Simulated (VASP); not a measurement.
Wanted: the native input for a VASP 6.6.1 run.

- Task: single point
- Functional: PBE
- Potentials or basis: VASP PAW PBE potentials, release 64 (Ti_sv, N)
- Cutoff: 520 eV
- k mesh: 10 × 10 × 1
- Occupations: gaussian, width 0.1 eV
- Spin: no spin polarisation
- Dipole correction: yes
- Further INCAR settings: ALGO = Normal; EDIFF = 1e-06; NBANDS = 34

The structure of TiN lies in POSCAR:

```
TiN
1.0
    3.0028555067      0.0000000000      0.0000000000
    0.0000000000      3.0028555067      0.0000000000
    0.0000000000      0.0000000000     18.2466789834
Ti N
3 3
Direct
    0.5000000000      0.5000000000      0.3836314546
    0.0000000000      0.0000000000      0.4971200466
    0.5000000000      0.5000000000      0.6058689594
    0.0000000000      0.0000000000      0.3836314546
    0.5000000000      0.5000000000      0.4952989741
    0.0000000000      0.0000000000      0.6170160888
```

The input as run:

INCAR

```
PREC = Accurate
ENCUT = 520
EDIFF = 1E-6
ISMEAR = 0
SIGMA = 0.1
LREAL = False
LASPH = True
NELM = 60
ALGO = Normal
ISIF = 2
LWAVE = False
LCHARG = False
LDIPOL = True
IDIPOL = 3
DIPOL = 0.5 0.5 0.497
GGA = PE
NBANDS = 34
```

KPOINTS

```
regular mesh
0
Gamma
  10 10 1
```

Potentials or basis: VASP PAW PBE potentials, release 64 (Ti_sv, N).

The run is started by

```sh
$ cat potpaw_PBE.64/Ti_sv/POTCAR potpaw_PBE.64/N/POTCAR > POTCAR
$ mpirun -np 1 vasp_std > vasp.out
```

Results of the run:

The largest force is 1.783 eV/Å.

Wall time 93 s on 1 thread of Intel(R) Xeon(R) Platinum 8559C (Emerald Rapids), on a shared host, peak memory 0.31 GiB.
